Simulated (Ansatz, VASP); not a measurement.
# CdS in VASP and in Ansatz

```xyz
2
Lattice="0.0000 2.9392 2.9392 2.9392 0.0000 2.9392 2.9392 2.9392 0.0000" Properties=species:S:1:pos:R:3 pbc="T T T"
Cd    0.0000    0.0000    0.0000
S     1.4696    1.4696    1.4696
```

Alike in both runs: task single point; functional HSE06; k mesh 6 × 6 × 6; no spin polarisation.

|  | VASP | Ansatz |
| --- | --- | --- |
| version | VASP 6.6.1 | Ansatz 0.2.0 |
| potentials or method | VASP PAW PBE potentials, release 64 (Cd, S) | plane waves, PAW |
| plane-wave cutoff (eV) | 520 | 420 |
| occupations | gaussian, width 0.01 eV | fixed |
| valence electrons in the cell | 18 | 26 |

VASP gave:

* gap on the k mesh at the Fermi level (eV): 2.11
* pressure (GPa): 0.5

Task: Which values does Ansatz return?

Result: gap on the k mesh at the Fermi level (eV): 2.11; pressure (GPa): 0.2.

VASP's potentials hold 18 valence electrons a cell and Ansatz's 26, so a difference there can come from the potentials and not from the codes. Ansatz's warnings: stress exchange threshold loose, stress scf threshold loose.
